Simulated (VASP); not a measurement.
# HgSb2 (Fm-3m) in VASP: single point with r2SCAN

Aim: the single point of HgSb2 with r2SCAN.

Program: VASP 6.6.1. These are calculated values, not measurements. Logs are shortened: lines on timing, memory, paths and dates and some standing lists are left out, and cuts for length are marked.

## 1. The cell of the first run

The structure is cubic, space group Fm-3m (No. 225). The conventional cell has a = 7.112 Å, b = 7.112 Å, c = 7.112 Å, α = 90.00°, β = 90.00°, γ = 90.00°. Within 4.1 Å of Hg (site symmetry m-3m) lie 8 Sb at 3.08 Å. Within 4.1 Å of Sb (site symmetry -43m) lie 4 Hg at 3.08 Å and 6 Sb at 3.56 Å.

## 2. Single point, r2SCAN

POSCAR

```
HgSb2
1.0
    0.0000000000      3.5560619296      3.5560619296
    3.5560619296      0.0000000000      3.5560619296
    3.5560619296      3.5560619296      0.0000000000
Hg Sb
1 2
Direct
    0.0000000000      0.0000000000      0.0000000000
    0.2500000000      0.2500000000      0.2500000000
    0.7500000000      0.7500000000      0.7500000000
```

INCAR.step1

```
SYSTEM = HgSb2
PREC = Accurate
ENCUT = 520
ISMEAR = 0
SIGMA = 0.1
LREAL = .FALSE.
LASPH = .TRUE.
NELM = 60
NBANDS = 18
GGA = PE
ALGO = Normal
EDIFF = 1E-4
LWAVE = .TRUE.
LCHARG = .FALSE.
```

INCAR.step2

```
SYSTEM = HgSb2
PREC = Accurate
ENCUT = 520
EDIFF = 1E-6
ISMEAR = 0
SIGMA = 0.1
LREAL = .FALSE.
LASPH = .TRUE.
NELM = 60
ALGO = Normal
ISIF = 2
LWAVE = .FALSE.
LCHARG = .TRUE.
METAGGA = R2SCAN
LMIXTAU = .TRUE.
LELF = .TRUE.
LVHAR = .TRUE.
NBANDS = 18
ISTART = 1
```

KPOINTS

```
Automatic mesh
0
G
  12 12 12
  0 0 0
```

Potentials or basis: VASP PAW PBE potentials, release 64 (Hg, Sb).

Started as:

```console
$ cat potpaw_PBE.64/Hg/POTCAR potpaw_PBE.64/Sb/POTCAR > POTCAR
$ cp INCAR.step1 INCAR
$ mpirun -np 1 vasp_std > vasp.out
$ cp INCAR.step2 INCAR
$ mpirun -np 1 vasp_std > vasp.out
```

OUTCAR:

```text
SYSTEM = HgSb2
   PREC = Accurate
   ENCUT = 520
   EDIFF = 1E-6
   ISMEAR = 0
   LREAL = .FALSE.
   LASPH = .TRUE.
   NELM = 60
   ISIF = 2
   METAGGA = R2SCAN
   ISTART = 1

 ion  position               nearest neighbor table
   1  0.000  0.000  0.000-   3 3.08   3 3.08   2 3.08   2 3.08   3 3.08   2 3.08   3 3.08   2 3.08

   2  0.250  0.250  0.250-   1 3.08   1 3.08   1 3.08   1 3.08   3 3.56   3 3.56   3 3.56   3 3.56
                             3 3.56   3 3.56
   3  0.750  0.750  0.750-   1 3.08   1 3.08   1 3.08   1 3.08   2 3.56   2 3.56   2 3.56   2 3.56
                             2 3.56   2 3.56

  LATTYP: Found a face centered cubic cell.
 ALAT       =     7.1121238592

  Lattice vectors:

 A1 = (   0.0000000000,   3.5560619296,   3.5560619296)
 A2 = (   3.5560619296,   0.0000000000,   3.5560619296)
 A3 = (   3.5560619296,   3.5560619296,   0.0000000000)

Analysis of symmetry for initial positions (statically):
=====================================================================
 Subroutine PRICEL returns:
 Original cell was already a primitive cell.

 Routine SETGRP: Setting up the symmetry group for a
 face centered cubic supercell.

 Subroutine GETGRP returns: Found 48 space group operations
 (whereof 48 operations were pure point group operations)
 out of a pool of 48 trial point group operations.

The static configuration has the point symmetry O_h .

Analysis of symmetry for dynamics (positions and initial velocities):
=====================================================================
 Subroutine PRICEL returns:
 Original cell was already a primitive cell.

 Routine SETGRP: Setting up the symmetry group for a
 face centered cubic supercell.

 Subroutine GETGRP returns: Found 48 space group operations
 (whereof 48 operations were pure point group operations)
 out of a pool of 48 trial point group operations.

The dynamic configuration has the point symmetry O_h .

 Subroutine INISYM returns: Found 48 space group operations
 (whereof 48 operations are pure point group operations),
 and found     1 'primitive' translations

----------------------------------------------------------------------------------------

                                     Primitive cell

  volume of cell :      89.9369

  direct lattice vectors                    reciprocal lattice vectors
     0.000000000  3.556061930  3.556061930    -0.140604975  0.140604975  0.140604975
     3.556061930  0.000000000  3.556061930     0.140604975 -0.140604975  0.140604975
     3.556061930  3.556061930  0.000000000     0.140604975  0.140604975 -0.140604975

  length of vectors
     5.029031009  5.029031009  5.029031009     0.243534961  0.243534961  0.243534961

  position of ions in fractional coordinates (direct lattice)
     0.000000000  0.000000000  0.000000000
     0.250000000  0.250000000  0.250000000
     0.750000000  0.750000000  0.750000000

  ion indices of the primitive-cell ions
   primitive index   ion index
                 1           1
                 2           2
                 3           3

----------------------------------------------------------------------------------------

 KPOINTS: Automatic mesh

Automatic generation of k-mesh.
 Grid dimensions read from file:
 generate k-points for:   12   12   12

 Generating k-lattice:

  Cartesian coordinates                     Fractional coordinates (reciprocal lattice)
    -0.011717081  0.011717081  0.011717081     0.083333333  0.000000000  0.000000000
     0.011717081 -0.011717081  0.011717081     0.000000000  0.083333333  0.000000000
     0.011717081  0.011717081 -0.011717081     0.000000000  0.000000000  0.083333333

  Length of vectors
     0.020294580  0.020294580  0.020294580

  Shift w.r.t. Gamma in fractional coordinates (k-lattice)
     0.000000000  0.000000000  0.000000000

 Subroutine IBZKPT returns following result:
 ===========================================

 Found     72 irreducible k-points:

 Following reciprocal coordinates:
            Coordinates               Weight
  0.000000  0.000000  0.000000      1.000000
  0.083333  0.000000  0.000000      8.000000
  0.166667  0.000000  0.000000      8.000000
  0.250000  0.000000  0.000000      8.000000
  0.333333  0.000000  0.000000      8.000000
  0.416667  0.000000  0.000000      8.000000
[... 16 lines left out ...]
  0.500000  0.166667  0.000000     24.000000
 -0.416667  0.166667  0.000000     24.000000
 [... further k-points ...]
   k-points           NKPTS =     72   k-points in BZ     NKDIM =     72   number of bands    NBANDS=     18
   number of dos      NEDOS =    301   number of ions     NIONS =      3
   total plane-waves  NPLWV =  64000
   dimension x,y,z NGX =    40 NGY =   40 NGZ =   40
   dimension x,y,z NGXF=    80 NGYF=   80 NGZF=   80
   ions per type =               1   2
   NGX,Y,Z   is equivalent  to a cutoff of  13.22, 13.22, 13.22 a.u.
   NGXF,Y,Z  is equivalent  to a cutoff of  26.45, 26.45, 26.45 a.u.
 SYSTEM =  HgSb2
   PREC   = accura    normal or accurate (medium, high low for compatibility)
   ISTART =      1    job   : 0-new  1-cont  2-samecut
   ICHARG =      0    charge: 1-file 2-atom 10-const
   ISPIN  =      1    spin polarized calculation?
   LNONCOLLINEAR =      F non collinear calculations
   LSORBIT =      F    spin-orbit coupling
   LASPH  =      T    aspherical Exc in radial PAW
   ENCUT  =  520.0 eV  38.22 Ry    6.18 a.u.   9.35  9.35  9.35*2*pi/ulx,y,z
   NELM   =     60;   NELMIN=  2; NELMDL=  0     # of ELM steps
   EDIFF  = 0.1E-05   stopping-criterion for ELM
   LREAL  =      F    real-space projection
[... 7 lines left out ...]
   TEBEG  =    0.0;   TEEND  =   0.0 temperature during run
   PSTRESS=    0.0 pullay stress
   NELECT =      22.0000    total number of electrons
   NUPDOWN=      -1.0000    fix difference up-down
   EMIN   =  10.00;   EMAX   =-10.00  energy-range for DOS
   EFERMI =   0.00;   METHOD = LEGACY
   ISMEAR =     0;   SIGMA  =   0.10  broadening in eV -4-tet -1-fermi 0-gaus
   EFERMI_NEDOS =   21; number of points for ismear=-14 and -15
   IALGO  =     38    algorithm
   IMIX   =      4    mixing-type and parameters
     AMIX     =   0.40;   BMIX     =  1.00
     AMIX_MAG =   1.60;   BMIX_MAG =  1.00
  volume/ion in A,a.u.               =      29.98       202.31
  Fermi-wavevector in a.u.,A,eV,Ry     =   1.023850  1.934796 14.262568  1.048269
  Thomas-Fermi vector in A             =   2.157606
   LORBIT       =      0    0 simple, 1 ext, 2 COOP (PROOUT), +10 PAW based schemes
   METAGGA = R2SCAN    functional components
   LHFCALC =     F    Hartree Fock is set to
   AEXX    =    0.0000 exact exchange contribution
   IVDW    =     0    specifies the selected vdW correction
   LEPSILON=     F    determine dielectric tensor
   LRPA    =     F    only Hartree local field effects (RPA)
 non-spin polarized calculation
 Gauss-broadening in eV      SIGMA  =   0.10
  energy-cutoff  :      520.00
  volume of cell :       89.94
 maximum number of plane-waves:      2452
 NGX is ok and might be reduce to    40
   NGX = 19   NGY = 19   NGZ = 19

 number of electron      21.9999999 magnetization

 Free energy of the ion-electron system (eV)
  ---------------------------------------------------
  ext. energy  EPLUGINS =         0.00000000
  ---------------------------------------------------
  free energy    TOTEN  =       -99.53456389 eV

  energy without entropy =      -99.52390188  energy(sigma->0) =      -99.52923289

 E-fermi :   5.3593     XC(G=0): -10.1183

 val. band max:        5.3559422095   @ k =  -0.1667   0.2500   0.0833
 cond. band min:       5.4047525798   @ k =  -0.4167   0.4167   0.1667
 fundamental gap:      0.0488103703
 Fermi energy:         5.3592931995

 k-point     1 :       0.0000    0.0000    0.0000
  band No.  band energies     occupation
      1      -6.8541      2.00000
      2      -2.7901      2.00000
      3      -2.7901      2.00000
      4      -2.7901      2.00000
      5      -2.3268      2.00000
      6      -2.3268      2.00000
[... 10 lines left out ...]
     17       8.2293      0.00000
     18      11.4767      0.00000

 k-point     2 :       0.0833    0.0000    0.0000
  band No.  band energies     occupation
      1      -6.7946      2.00000
      2      -2.9853      2.00000
      3      -2.7799      2.00000
      4      -2.7799      2.00000
      5      -2.3285      2.00000
      6      -2.3285      2.00000
[... 10 lines left out ...]
     17       8.3635      0.00000
     18      11.7023      0.00000

 k-point     3 :       0.1667    0.0000    0.0000
  band No.  band energies     occupation
      1      -6.6191      2.00000
      2      -3.3459      2.00000
      3      -2.7527      2.00000
      4      -2.7527      2.00000
      5      -2.3319      2.00000
      6      -2.3319      2.00000
[... 10 lines left out ...]
     17       9.1610      0.00000
     18      12.3194      0.00000

 k-point     4 :       0.2500    0.0000    0.0000
  band No.  band energies     occupation
      1      -6.3372      2.00000
      2      -3.7200      2.00000
      3      -2.7175      2.00000
      4      -2.7175      2.00000
      5      -2.3331      2.00000
      6      -2.3331      2.00000
[... 10 lines left out ...]
     17      10.5979      0.00000
     18      13.2129      0.00000

 k-point     5 :       0.3333    0.0000    0.0000
  band No.  band energies     occupation
      1      -5.9707      2.00000
      2      -4.0836      2.00000
      3      -2.6857      2.00000
      4      -2.6857      2.00000
      5      -2.3291      2.00000
      6      -2.3291      2.00000
[... 10 lines left out ...]
     17      12.0223      0.00000
     18      13.5316      0.00000

 k-point     6 :       0.4167    0.0000    0.0000
  band No.  band energies     occupation
      1      -5.5701      2.00000
      2      -4.4369      2.00000
      3      -2.6656      2.00000
      4      -2.6656      2.00000
      5      -2.3219      2.00000
      6      -2.3219      2.00000
[... 10 lines left out ...]
     17      11.9956      0.00000
     18      14.1151      0.00000

 k-point     7 :       0.5000    0.0000    0.0000
  band No.  band energies     occupation
      1      -5.3262      2.00000
      2      -4.6551      2.00000
      3      -2.6590      2.00000
      4      -2.6590      2.00000
      5      -2.3182      2.00000
      6      -2.3182      2.00000
[... 10 lines left out ...]
     17      11.6043      0.00000
     18      13.6093      0.00000

 k-point     8 :       0.0833    0.0833    0.0000
  band No.  band energies     occupation
      1      -6.7748      2.00000
      2      -3.0411      2.00000
      3      -2.7744      2.00000
      4      -2.7744      2.00000
      5      -2.3344      2.00000
      6      -2.3241      2.00000
[... 10 lines left out ...]
     17       8.5325      0.00000
     18      11.5139      0.00000
[... 229 lines left out ...]
     17       9.3637      0.00000
     18      11.6242      0.00000

 k-point    20 :       0.2500    0.1667    0.0000
  band No.  band energies     occupation
      1      -6.3326      2.00000
      2      -3.7206      2.00000
      3      -2.6952      2.00000
      4      -2.6941      2.00000
      5      -2.3698      2.00000
      6      -2.3129      2.00000
[... 10 lines left out ...]
     17      10.0378      0.00000
     18      11.9310      0.00000

 k-point    21 :       0.3333    0.1667    0.0000
  band No.  band energies     occupation
      1      -6.0281      2.00000
      2      -3.9978      2.00000
      3      -2.6597      2.00000
      4      -2.6518      2.00000
      5      -2.3742      2.00000
      6      -2.3100      2.00000
[... 10 lines left out ...]
     17      11.1248      0.00000
     18      12.6448      0.00000

 k-point    22 :       0.4167    0.1667    0.0000
  band No.  band energies     occupation
      1      -5.6566      2.00000
      2      -4.2820      2.00000
      3      -2.6323      2.00000
      4      -2.6092      2.00000
      5      -2.3606      2.00000
      6      -2.3095      2.00000
[... 10 lines left out ...]
     17      12.1794      0.00000
     18      12.9046      0.00000

 k-point    23 :       0.5000    0.1667    0.0000
  band No.  band energies     occupation
      1      -5.2862      2.00000
      2      -4.5659      2.00000
      3      -2.6177      2.00000
      4      -2.5676      2.00000
      5      -2.3265      2.00000
      6      -2.3160      2.00000
[... 10 lines left out ...]
     17      11.9561      0.00000
     18      13.7413      0.00000

 k-point    24 :      -0.4167    0.1667    0.0000
  band No.  band energies     occupation
      1      -5.1966      2.00000
      2      -4.6436      2.00000
      3      -2.6170      2.00000
      4      -2.5532      2.00000
      5      -2.3309      2.00000
      6      -2.3006      2.00000
[... 10 lines left out ...]
     17      12.2666      0.00000
     18      13.6397      0.00000

 [... further k-points ...]
[... 5 lines left out ...]
  --------------------------------------------------------------------------------------
  -------------------------------------------------------------------------------------
  Total        0.0138469      0.0138469      0.0138469      0.0000000     -0.0000000      0.0000000
  in kB        0.2466743      0.2466743      0.2466743      0.0000000     -0.0000000      0.0000000
  external PRESSURE =       0.2466743 kB  Pullay stress =       0.0000000 kB

 VOLUME and BASIS-vectors are now :
 -----------------------------------------------------------------------------
  energy-cutoff  :      520.00
  volume of cell :       89.94
      direct lattice vectors                 reciprocal lattice vectors
     0.000000000  3.556061930  3.556061930    -0.140604975  0.140604975  0.140604975
     3.556061930  0.000000000  3.556061930     0.140604975 -0.140604975  0.140604975
     3.556061930  3.556061930  0.000000000     0.140604975  0.140604975 -0.140604975

 POSITION                                       TOTAL-FORCE (eV/Angst)
 -----------------------------------------------------------------------------------
      0.00000      0.00000      0.00000        -0.000000      0.000000      0.000000
      1.77803      1.77803      1.77803        -0.000000     -0.000000      0.000000
      5.33409      5.33409      5.33409         0.000000      0.000000     -0.000000
 -----------------------------------------------------------------------------------
    total drift:                               -0.000000      0.000000      0.000000

  FREE ENERGIE OF THE ION-ELECTRON SYSTEM (eV)
  ---------------------------------------------------
  free  energy   TOTEN  =       -99.5345638942 eV

  energy  without entropy=      -99.5239018763  energy(sigma->0) =      -99.52923289
```

Run time: 5.5 min. Hardware: 1 thread of AMD EPYC 7R13 (Zen 3), shared host; peak memory 0.3 GiB.

What came out:

```
Free energy            : -99.5346 eV
Pressure               : 0.0 GPa
Band gap on the k mesh : zero (bands 11 and 12 overlap by 1.54 eV)
```

Caveat: the PAW data sets were made with another functional, which shifts forces and pressure a little; spin-orbit coupling is left out, which moves the levels of the heavy elements.
